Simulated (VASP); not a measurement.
# Si4Ge (I4_1/a) in VASP: a series of runs

Si4Ge is run at these levels: PBE; tasks: single point, relaxation of cell and atoms.

Everything below comes from runs of VASP 6.6.1. Logs are shortened: lines on timing, memory, paths and dates and some standing lists are left out, and cuts for length are marked.

## Step 1: The cell of the first run

Symmetry: I4_1/a, No. 88, tetragonal system. The conventional cell has a = 9.010 Å, b = 9.010 Å, c = 5.698 Å, α = 90.00°, β = 90.00°, γ = 90.00°. Si (site symmetry 1) has 3 Si at 2.44 Å and 1 Ge at 2.51 Å within 3.2 Å. Within 3.3 Å of Ge (site symmetry -4) lie 4 Si at 2.51 Å.

## Step 2: Single point, PBE (23.13 Å³/atom)

INCAR

```
SYSTEM = Si4Ge
PREC = Accurate
ENCUT = 520
EDIFF = 1E-6
ISMEAR = 0
SIGMA = 0.02
LREAL = .FALSE.
LASPH = .TRUE.
NELM = 80
ALGO = Normal
ISIF = 2
LWAVE = .FALSE.
LCHARG = .FALSE.
GGA = PE
NBANDS = 41
```

KPOINTS

```
Automatic mesh
0
G
  6 6 6
  0 0 0
```

POSCAR

```
Si4Ge
1.0
   -4.5047601678      4.5047601678      2.8491915682
    4.5047601678     -4.5047601678      2.8491915682
    4.5047601678      4.5047601678     -2.8491915682
Si Ge
8 2
Direct
    0.3926523684      0.1964225352      0.6004411755
    0.5422111928      0.6426523684      0.6962298332
    0.3573476316      0.0535774648      0.8995588245
    0.9464225352      0.8459813597      0.3037701668
    0.2077888072      0.6073476316      0.8037701668
    0.1540186403      0.4577888072      0.1004411755
    0.8035774648      0.4040186403      0.1962298332
    0.5959813597      0.7922111928      0.3995588245
    0.0000000000      0.0000000000      0.0000000000
    0.7500000000      0.2500000000      0.5000000000
```

Potentials or basis: VASP PAW PBE potentials, release 64 (Si, Ge_d).

Started as:

```sh
$ cat potpaw_PBE.64/Si/POTCAR potpaw_PBE.64/Ge_d/POTCAR > POTCAR
$ mpirun -np 1 vasp_std > vasp.out
```

OUTCAR:

```text
SYSTEM = Si4Ge
   PREC = Accurate
   ENCUT = 520
   EDIFF = 1E-6
   ISMEAR = 0
   LREAL = .FALSE.
   LASPH = .TRUE.
   NELM = 80
   ISIF = 2
   GGA = PE

 ion  position               nearest neighbor table
   1  0.393  0.196  0.600-   3 2.44   4 2.44   2 2.44  10 2.51
   2  0.542  0.643  0.696-   5 2.44   8 2.44   1 2.44   9 2.51
   3  0.357  0.054  0.900-   1 2.44   7 2.44   5 2.44   9 2.51
   4  0.946  0.846  0.304-   7 2.44   8 2.44   1 2.44   9 2.51
   5  0.208  0.607  0.804-   2 2.44   6 2.44   3 2.44  10 2.51
   6  0.154  0.458  0.100-   8 2.44   7 2.44   5 2.44   9 2.51
   7  0.804  0.404  0.196-   4 2.44   6 2.44   3 2.44  10 2.51
   8  0.596  0.792  0.400-   6 2.44   4 2.44   2 2.44  10 2.51
   9  0.000  0.000  0.000-   3 2.51   4 2.51   2 2.51   6 2.51
  10  0.750  0.250  0.500-   1 2.51   7 2.51   5 2.51   8 2.51

  LATTYP: Found a body centered tetragonal cell.
 ALAT       =     9.0095203356
 C/A-ratio  =     0.6324846301

  Lattice vectors:

 A1 = (  -4.5047601678,   4.5047601678,   2.8491915682)
 A2 = (   4.5047601678,  -4.5047601678,   2.8491915682)
 A3 = (   4.5047601678,   4.5047601678,  -2.8491915682)

Analysis of symmetry for initial positions (statically):
=====================================================================
 Subroutine PRICEL returns:
 Original cell was already a primitive cell.

 Routine SETGRP: Setting up the symmetry group for a
 body centered tetragonal supercell.

 Subroutine GETGRP returns: Found  8 space group operations
 (whereof  4 operations were pure point group operations)
 out of a pool of 16 trial point group operations.

The static configuration has the point symmetry S_4 .
 The point group associated with its full space group is C_4h.

Analysis of symmetry for dynamics (positions and initial velocities):
=====================================================================
 Subroutine PRICEL returns:
 Original cell was already a primitive cell.

 Routine SETGRP: Setting up the symmetry group for a
 body centered tetragonal supercell.

 Subroutine GETGRP returns: Found  8 space group operations
 (whereof  4 operations were pure point group operations)
 out of a pool of 16 trial point group operations.

The dynamic configuration has the point symmetry S_4 .
 The point group associated with its full space group is C_4h.

 Subroutine INISYM returns: Found  8 space group operations
 (whereof  4 operations are pure point group operations),
 and found     1 'primitive' translations

----------------------------------------------------------------------------------------

                                     Primitive cell

  volume of cell :     231.2730

  direct lattice vectors                    reciprocal lattice vectors
    -4.504760168  4.504760168  2.849191568     0.000000000  0.110993700  0.175488376
     4.504760168 -4.504760168  2.849191568     0.110993700  0.000000000  0.175488376
     4.504760168  4.504760168 -2.849191568     0.110993700  0.110993700  0.000000000

  length of vectors
     6.978797957  6.978797957  6.978797957     0.207643376  0.207643376  0.156968796

  position of ions in fractional coordinates (direct lattice)
     0.392652368  0.196422535  0.600441176
     0.542211193  0.642652368  0.696229833
     0.357347632  0.053577465  0.899558824
     0.946422535  0.845981360  0.303770167
     0.207788807  0.607347632  0.803770167
     0.154018640  0.457788807  0.100441176
     0.803577465  0.404018640  0.196229833
     0.595981360  0.792211193  0.399558824
     0.000000000  0.000000000  0.000000000
     0.750000000  0.250000000  0.500000000

  ion indices of the primitive-cell ions
   primitive index   ion index
                 1           1
                 2           2
                 3           3
                 4           4
                 5           5
                 6           6
                 7           7
                 8           8
                 9           9
                10          10

----------------------------------------------------------------------------------------

 KPOINTS: Automatic mesh

Automatic generation of k-mesh.
 Grid dimensions read from file:
 generate k-points for:    6    6    6

 Generating k-lattice:

  Cartesian coordinates                     Fractional coordinates (reciprocal lattice)
     0.000000000  0.018498950  0.029248063     0.166666667  0.000000000  0.000000000
     0.018498950  0.000000000  0.029248063     0.000000000  0.166666667  0.000000000
     0.018498950  0.018498950  0.000000000     0.000000000  0.000000000  0.166666667

  Length of vectors
     0.034607229  0.034607229  0.026161466

  Shift w.r.t. Gamma in fractional coordinates (k-lattice)
     0.000000000  0.000000000  0.000000000

 Subroutine IBZKPT returns following result:
 ===========================================

 Found     36 irreducible k-points:

 Following reciprocal coordinates:
            Coordinates               Weight
  0.000000  0.000000  0.000000      1.000000
  0.166667  0.000000 -0.000000      8.000000
  0.333333  0.000000  0.000000      8.000000
  0.500000  0.000000 -0.000000      4.000000
  0.166667  0.166667  0.000000      8.000000
  0.333333  0.166667  0.000000      8.000000
[... 16 lines left out ...]
 -0.333333  0.333333 -0.166667      4.000000
 -0.166667  0.333333  0.166667      8.000000
 [... further k-points ...]
   k-points           NKPTS =     36   k-points in BZ     NKDIM =     36   number of bands    NBANDS=     41
   number of dos      NEDOS =    301   number of ions     NIONS =     10
   total plane-waves  NPLWV = 157464
   dimension x,y,z NGX =    54 NGY =   54 NGZ =   54
   dimension x,y,z NGXF=   108 NGYF=  108 NGZF=  108
   ions per type =               8   2
   NGX,Y,Z   is equivalent  to a cutoff of  12.86, 12.86, 12.86 a.u.
   NGXF,Y,Z  is equivalent  to a cutoff of  25.73, 25.73, 25.73 a.u.
 SYSTEM =  Si4Ge
   PREC   = accura    normal or accurate (medium, high low for compatibility)
   ISTART =      0    job   : 0-new  1-cont  2-samecut
   ICHARG =      2    charge: 1-file 2-atom 10-const
   ISPIN  =      1    spin polarized calculation?
   LNONCOLLINEAR =      F non collinear calculations
   LSORBIT =      F    spin-orbit coupling
   LASPH  =      T    aspherical Exc in radial PAW
   ENCUT  =  520.0 eV  38.22 Ry    6.18 a.u.  12.98 12.98 12.98*2*pi/ulx,y,z
   NELM   =     80;   NELMIN=  2; NELMDL= -5     # of ELM steps
   EDIFF  = 0.1E-05   stopping-criterion for ELM
   LREAL  =      F    real-space projection
   EDIFFG = 0.1E-04   stopping-criterion for IOM
   NSW    =      0    number of steps for IOM
   IBRION =     -1    ionic relax: 0-MD 1-quasi-New 2-CG
   NFREE  =      0    steps in history (QN), initial steepest desc. (CG)
   ISIF   =      2    stress and relaxation
   ISYM   =      2    0-nonsym 1-usesym 2-fastsym
   POTIM  = 0.5000    time-step for ionic-motion
   TEBEG  =    0.0;   TEEND  =   0.0 temperature during run
   PSTRESS=    0.0 pullay stress
   NELECT =      60.0000    total number of electrons
   NUPDOWN=      -1.0000    fix difference up-down
   EMIN   =  10.00;   EMAX   =-10.00  energy-range for DOS
   EFERMI =   0.00;   METHOD = LEGACY
   ISMEAR =     0;   SIGMA  =   0.02  broadening in eV -4-tet -1-fermi 0-gaus
   EFERMI_NEDOS =   21; number of points for ismear=-14 and -15
   IALGO  =     38    algorithm
   IMIX   =      4    mixing-type and parameters
     AMIX     =   0.40;   BMIX     =  1.00
     AMIX_MAG =   1.60;   BMIX_MAG =  1.00
  volume/ion in A,a.u.               =      23.13       156.07
  Fermi-wavevector in a.u.,A,eV,Ry     =   1.044120  1.973100 14.832878  1.090186
  Thomas-Fermi vector in A             =   2.178858
   LORBIT       =      0    0 simple, 1 ext, 2 COOP (PROOUT), +10 PAW based schemes
   GGA     = PE    functional components
   LHFCALC =     F    Hartree Fock is set to
   AEXX    =    0.0000 exact exchange contribution
   IVDW    =     0    specifies the selected vdW correction
   LEPSILON=     F    determine dielectric tensor
   LRPA    =     F    only Hartree local field effects (RPA)
 non-spin polarized calculation
 Gauss-broadening in eV      SIGMA  =   0.02
  energy-cutoff  :      520.00
  volume of cell :      231.27
 maximum number of plane-waves:      6258
 NGX is ok and might be reduce to    54
   NGX = 25   NGY = 25   NGZ = 25

 number of electron      59.9999989 magnetization

 Free energy of the ion-electron system (eV)
  ---------------------------------------------------
  ext. energy  EPLUGINS =         0.00000000
  ---------------------------------------------------
  free energy    TOTEN  =       -51.87992504 eV

  energy without entropy =      -51.87992504  energy(sigma->0) =      -51.87992504

 E-fermi :   4.6244     XC(G=0):  -9.0492

 val. band max:        4.5062159340   @ k =   0.0000   0.0000   0.0000
 cond. band min:       5.3379626566   @ k =   0.5000   0.0000  -0.0000
 fundamental gap:      0.8317467226
 Fermi energy:         4.6243512058

 k-point     1 :       0.0000    0.0000    0.0000
  band No.  band energies     occupation
      1     -19.6656      2.00000
      2     -19.6656      2.00000
      3     -19.6655      2.00000
      4     -19.6655      2.00000
      5     -19.6654      2.00000
      6     -19.6653      2.00000
[... 33 lines left out ...]
     40       8.3274      0.00000
     41       8.3396      0.00000

 k-point     2 :       0.1667    0.0000   -0.0000
  band No.  band energies     occupation
      1     -19.6656      2.00000
      2     -19.6656      2.00000
      3     -19.6656      2.00000
      4     -19.6655      2.00000
      5     -19.6653      2.00000
      6     -19.6653      2.00000
[... 957 lines left out ...]
     40       8.2689      0.00000
     41       8.5971      0.00000

 k-point    24 :      -0.1667    0.3333    0.1667
  band No.  band energies     occupation
      1     -19.6657      2.00000
      2     -19.6656      2.00000
      3     -19.6656      2.00000
      4     -19.6655      2.00000
      5     -19.6653      2.00000
      6     -19.6652      2.00000
[... 33 lines left out ...]
     40       8.3059      0.00000
     41       8.4572      0.00000

 [... further k-points ...]

------------------------ aborting loop because EDIFF is reached ----------------------------------------

  FORCE on cell =-STRESS in cart. coord.  units (eV):
  Direction    XX          YY          ZZ          XY          YZ          ZX
  --------------------------------------------------------------------------------------
  -------------------------------------------------------------------------------------
  Total       -9.3020009     -9.3020009     -9.2995370     -0.0000000      0.0000000      0.0000000
  in kB      -64.4409550    -64.4409550    -64.4238860     -0.0000001      0.0000000      0.0000000
  external PRESSURE =     -64.4352654 kB  Pullay stress =       0.0000000 kB

 VOLUME and BASIS-vectors are now :
 -----------------------------------------------------------------------------
  energy-cutoff  :      520.00
  volume of cell :      231.27
      direct lattice vectors                 reciprocal lattice vectors
    -4.504760168  4.504760168  2.849191568     0.000000000  0.110993700  0.175488376
     4.504760168 -4.504760168  2.849191568     0.110993700  0.000000000  0.175488376
     4.504760168  4.504760168 -2.849191568     0.110993700  0.110993700  0.000000000

 POSITION                                       TOTAL-FORCE (eV/Angst)
 -----------------------------------------------------------------------------------
      1.82088      3.58881     -0.03238         0.002974      0.000775     -0.003144
      3.58881      2.68389      1.39221         0.000775     -0.002974     -0.003144
      2.68389      5.42071     -1.39221        -0.002974     -0.000775      0.003144
      0.91595      1.82088      4.24140        -0.000775      0.002974     -0.003144
      5.42071      1.82088      0.03238        -0.000775      0.002974      0.003144
      1.82088     -0.91595      1.45698         0.002974      0.000775      0.003144
     -0.91595      2.68389      2.88158         0.000775     -0.002974      0.003144
      2.68389      0.91595      2.81681        -0.002974     -0.000775     -0.003144
      0.00000      0.00000      0.00000        -0.000000      0.000000     -0.000000
      0.00000      4.50476      1.42460        -0.000000      0.000000     -0.000000
 -----------------------------------------------------------------------------------
    total drift:                               -0.000000      0.000000      0.000000

  FREE ENERGIE OF THE ION-ELECTRON SYSTEM (eV)
  ---------------------------------------------------
  free  energy   TOTEN  =       -51.8799250383 eV

  energy  without entropy=      -51.8799250383  energy(sigma->0) =      -51.87992504
```

Run time: 6.6 min. Hardware: 1 thread of Oxide Virtual Turin-like, shared host; peak memory 0.52 GiB.

Results:

- Free energy: -51.8799 eV
- Pressure: -6.4 GPa
- Largest force: 0.004 eV/Å
- Band gap on the k mesh: 0.83 eV (least direct gap 1.39 eV)

Forces in eV/Å, atoms in the order of the input:
```
Si   0.003  0.001 -0.003
Si   0.001 -0.003 -0.003
Si  -0.003 -0.001  0.003
Si  -0.001  0.003 -0.003
Si  -0.001  0.003  0.003
Si   0.003  0.001  0.003
Si   0.001 -0.003  0.003
Si  -0.003 -0.001 -0.003
Ge   0.000  0.000  0.000
Ge   0.000  0.000  0.000
```

Levels at points of the mesh, in eV from the valence-band top:
| k point | band 28 | band 29 | band 30 | band 31 | band 32 | band 33 |
| --- | --- | --- | --- | --- | --- | --- |
| (0.00, 0.00, 0.00) | 0.00 | 0.00 | 0.00 | 1.41 | 2.48 | 2.48 |
| (0.50, 0.00, 0.00) | -1.20 | -1.11 | -1.10 | 0.83 | 2.40 | 2.41 |
| (0.50, 0.50, 0.00) | -1.84 | -0.91 | -0.91 | 0.90 | 0.90 | 2.13 |
| (0.50, 0.50, 0.50) | -1.93 | -1.80 | -1.80 | 0.90 | 0.90 | 1.70 |

Caveat: the cell stands under tension. A k mesh can miss the band edges.

## Step 3: Relaxation of cell and atoms, PBE

This run uses another cell than the first one, of 20.91 Å³/atom.

INCAR

```
SYSTEM = Si4Ge
PREC = Accurate
ENCUT = 600
EDIFF = 1E-6
ISMEAR = 0
SIGMA = 0.02
LREAL = .False.
LASPH = .True.
NELM = 60
ALGO = Normal
ISIF = 3
LWAVE = .False.
LCHARG = .False.
GGA = PE
IBRION = 2
NSW = 100
EDIFFG = -0.01
```

KPOINTS

```
Automatic mesh
0
Gamma
  6 6 6
  0 0 0
```

POSCAR

```
Si4Ge
1.0
   -4.3559484594      4.3559484594      2.7552538015
    4.3559484594     -4.3559484594      2.7552538015
    4.3559484594      4.3559484594     -2.7552538015
Si Ge
8 2
Direct
    0.3952599504      0.1979885209      0.6003966186
    0.5448633318      0.6452599504      0.6972714295
    0.3547400496      0.0520114791      0.8996033814
    0.9479885209      0.8475919023      0.3027285705
    0.2051366682      0.6047400496      0.8027285705
    0.1524080977      0.4551366682      0.1003966186
    0.8020114791      0.4024080977      0.1972714295
    0.5975919023      0.7948633318      0.3996033814
    0.0000000000      0.0000000000      0.0000000000
    0.7500000000      0.2500000000      0.5000000000
```

Potentials or basis: VASP PAW PBE potentials, release 64 (Si, Ge_d).

Started as:

```sh
$ cat potpaw_PBE.64/Si/POTCAR potpaw_PBE.64/Ge_d/POTCAR > POTCAR
$ mpirun -np 1 vasp_std > vasp.out
```

Wall time 41 min (1 thread of Oxide Virtual Turin-like, shared host); peak memory 0.55 GiB.

The run converged. Its results:

| Property | Result |
| --- | --- |
| Free energy | -52.3443 eV |
| Relaxed volume | 21.01 Å³/atom |
| Relaxed cell | a = 6.759 Å, b = 6.759 Å, c = 6.759 Å, α = 99.59°, β = 99.59°, γ = 131.81° |
| Space group after relaxing (to 0.1 Å) | I4_1/a (No. 88) |
| Energy gained by relaxing | 0.5 meV/atom |
| Ionic steps | 8 |
| Pressure after relaxing | 0.0 GPa |
| Largest force after relaxing | 0.004 eV/Å |
| Band gap on the k mesh | 0.72 eV (least direct gap 1.30 eV) |

Forces in eV/Å, atoms in the order of the input:
```
Si   0.000 -0.003 -0.002
Si  -0.003  0.000 -0.002
Si   0.000  0.003  0.002
Si   0.003  0.000 -0.002
Si   0.003  0.000  0.002
Si   0.000 -0.003  0.002
Si  -0.003  0.000  0.002
Si   0.000  0.003 -0.002
Ge   0.000  0.000  0.000
Ge   0.000  0.000  0.000
```

Step by step:
| step | energy change (eV) | largest force (eV/Å) | pressure (GPa) | volume (Å³) |
| --- | --- | --- | --- | --- |
| 1 | 0.0000 | 0.1146 | 0.37 | 209.12 |
| 2 | -0.0041 | 0.0438 | -0.14 | 210.57 |
| 3 | -0.0041 | 0.0370 | -0.27 | 210.73 |
| 4 | -0.0041 | 0.0410 | -0.19 | 210.63 |
| 5 | -0.0051 | 0.0173 | 0.01 | 210.14 |
| 6 | -0.0051 | 0.0175 | 0.01 | 210.12 |
| 7 | -0.0052 | 0.0136 | -0.02 | 210.13 |
| 8 | -0.0053 | 0.0040 | -0.03 | 210.14 |

Final structure:
```yaml
crystal:
  lattice:
    - [-4.36314, 4.36314, 2.75957]
    - [4.36314, -4.36314, 2.75957]
    - [4.36314, 4.36314, -2.75957]
  atoms:
    - { symbol: Si, position: [0.39323, 0.19669, 0.60033] }
    - { symbol: Si, position: [0.54289, 0.64323, 0.69654] }
    - { symbol: Si, position: [0.35677, 0.05331, 0.89967] }
    - { symbol: Si, position: [0.94669, 0.84636, 0.30346] }
    - { symbol: Si, position: [0.20711, 0.60677, 0.80346] }
    - { symbol: Si, position: [0.15364, 0.45711, 0.10033] }
    - { symbol: Si, position: [0.80331, 0.40364, 0.19654] }
    - { symbol: Si, position: [0.59636, 0.79289, 0.39967] }
    - { symbol: Ge, position: [0.00000, 0.00000, 0.00000] }
    - { symbol: Ge, position: [0.75000, 0.25000, 0.50000] }
```

Levels at points of the mesh, in eV from the valence-band top:
| k point | band 26 | band 27 | band 28 | band 29 | band 30 | band 31 | band 32 | band 33 | band 34 | band 35 |
| --- | --- | --- | --- | --- | --- | --- | --- | --- | --- | --- |
| (0.00, 0.00, 0.00) | -2.91 | -2.86 | 0.00 | 0.00 | 0.00 | 2.39 | 2.53 | 2.53 | 2.54 | 3.18 |
| (0.50, 0.00, 0.00) | -2.17 | -1.39 | -1.31 | -1.21 | -1.20 | 1.15 | 2.55 | 2.55 | 2.63 | 2.86 |
| (0.50, 0.50, 0.00) | -2.63 | -2.04 | -2.04 | -0.98 | -0.98 | 0.76 | 0.76 | 2.14 | 2.14 | 2.35 |
| (0.50, 0.50, 0.50) | -2.75 | -2.12 | -2.12 | -2.00 | -2.00 | 0.76 | 0.76 | 1.68 | 1.68 | 1.85 |

Caveat: semilocal functionals underestimate gaps, and a narrow one can read as zero. A k mesh can miss the band edges.
